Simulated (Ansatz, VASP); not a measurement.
One calculation of VO2, two programs

```
V O
1.0
     4.58379    0.00000    0.00000
     0.00000    4.58324    0.00000
     0.00000    0.00000    2.83837
V O
2 4
Direct
  0.00000 0.00000 0.50000
  0.50000 0.50000 0.00000
  0.30004 0.29994 0.50000
  0.69996 0.70006 0.50000
  0.19996 0.79994 0.00000
  0.80004 0.20006 0.00000
```

Alike in both runs: functional PBE; k mesh 8 × 8 × 12; occupations gaussian, width 0.1 eV; collinear spin.

Ansatz relaxed the structure, and its values are those at the end. VASP's run is a single point on that final structure, the one shown.

```csv
,VASP,Ansatz
version,VASP 6.6.1,Ansatz 0.2.0
potentials or method,"VASP PAW PBE potentials, release 64 (V_sv, O), cutoff 600 eV","scalar-relativistic, plane waves, PAW"
valence electrons in the cell,50,50
```

|  | VASP | Ansatz | Ansatz less VASP |
| --- | --- | --- | --- |
| gap on the k mesh at the Fermi level (eV) | none | none | - |
| pressure (GPa) | 0.6 | 0.0 | -0.55 |
| rms of the force components (eV/Å) | 0.014 | 0.000 | -0.0139 |
| net moment per atom (μB) | 0.33 | 0.33 | 0.000 |
| size of the moment on the site where the two differ most (μB) | 1.05 | 0.83 | -0.216 |

Site moments also hang on the region over which each program counts them. A gap of «none» marks a metal or a gap that the smearing closes.
